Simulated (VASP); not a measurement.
LiTlS2:

```
Li S Tl
1.0
     4.06677    0.00000    0.00000
     0.00000    4.06677    0.00000
     0.00000    0.00000    5.71878
Li S Tl
1 2 1
Cartesian
  0.0000 0.0000 0.0000
  0.0000 2.0334 1.3205
  2.0334 0.0000 4.3983
  2.0334 2.0334 2.8594
```

Base run:

- Program: VASP 6.6.1
- Functional: PBE
- Potentials or basis: VASP PAW PBE potentials, release 64 (Li_sv, S, Tl_d)
- Cutoff: 520 eV
- k mesh: 6 × 6 × 4
- Occupations: gaussian, width 0.01 eV
- Spin: no spin polarisation

Its results: band gap on the k mesh 0.93 eV, direct.

Q: The run is repeated on the same cell with these changes: functional from PBE to r2SCAN. What comes out?

A: Band gap on the k mesh 1.22 eV, direct.

r2SCAN gives the wider gap, since meta-GGAs in the generalised Kohn-Sham scheme recover part of the derivative discontinuity.

Caveats: spin-orbit coupling is left out, which moves the levels of the heavy elements.

A k mesh can miss the band edges.
